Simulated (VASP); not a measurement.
A run of VASP 6.6.1 is set up as follows.

The input POSCAR:

```
Mn
1.0
    2.7400000000      0.0000000000      0.0000000000
    0.0000000000      2.7400000000      0.0000000000
    0.0000000000      0.0000000000      2.7400000000
Mn
2
Direct
    0.0000000000      0.0000000000      0.0000000000
    0.5000000000      0.5000000000      0.5000000000
```

The input INCAR.step1:

```
SYSTEM = Mn
PREC     = Accurate       ! precision mode
ENCUT    = 550            ! plane-wave cutoff, eV
ISMEAR   = -1             ! smearing method
SIGMA    = 0.05           ! smearing width, eV
LREAL    = .False.        ! projectors in reciprocal space
LASPH    = .True.         ! aspherical terms in the spheres
NELM     = 200            ! most SCF steps
ISPIN    = 2              ! spin polarisation
MAGMOM   = 3 3            ! initial moments
LMAXMIX  = 4              ! l up to which the mixer works
NBANDS   = 24             ! bands
GGA      = PE             ! functional
ALGO     = Normal         ! electronic algorithm
EDIFF    = 1E-5           ! SCF threshold, eV
LWAVE    = .True.         ! write WAVECAR
LCHARG   = .False.        ! write CHGCAR
GGA_COMPAT= .False.
```

Contents of INCAR.step2:

```
SYSTEM = Mn
PREC     = Accurate       ! precision mode
ENCUT    = 550            ! plane-wave cutoff, eV
EDIFF    = 1E-6           ! SCF threshold, eV
ISMEAR   = -1             ! smearing method
SIGMA    = 0.05           ! smearing width, eV
LREAL    = .False.        ! projectors in reciprocal space
LASPH    = .True.         ! aspherical terms in the spheres
NELM     = 200            ! most SCF steps
ALGO     = Normal         ! electronic algorithm
ISIF     = 2              ! what is computed and relaxed
LWAVE    = .False.        ! write WAVECAR
LCHARG   = .False.        ! write CHGCAR
ISPIN    = 2              ! spin polarisation
MAGMOM   = 3 3            ! initial moments
LORBIT   = 11             ! projections on sites
LMAXMIX  = 4              ! l up to which the mixer works
METAGGA  = R2SCAN         ! meta-GGA
LMIXTAU  = .True.       
NBANDS   = 24             ! bands
ISTART   = 1            
GGA_COMPAT= .False.
```

Contents of KPOINTS:

```
Automatic mesh
0
Gamma
  6 6 6
  0 0 0
```

Potentials or basis: VASP PAW PBE potentials, release 64 (Mn_pv).

Command:

```console
$ cat potpaw_PBE.64/Mn_pv/POTCAR > POTCAR
$ cp INCAR.step1 INCAR
$ mpirun -np 1 vasp_std > vasp.out
$ cp INCAR.step2 INCAR
$ mpirun -np 1 vasp_std > vasp.out
```

Estimate the site moments.

Mn +1.02 μB.

Predict the net moment.

2.01 μB per cell.

What does it give for the band gap on the k mesh?

Zero (filled and empty bands overlap).

Predict the pressure.

13.5 GPa.

Caveat: the k points lie up to 0.38 Å⁻¹ apart; the PAW data sets were made with another functional, which shifts forces and pressure a little.
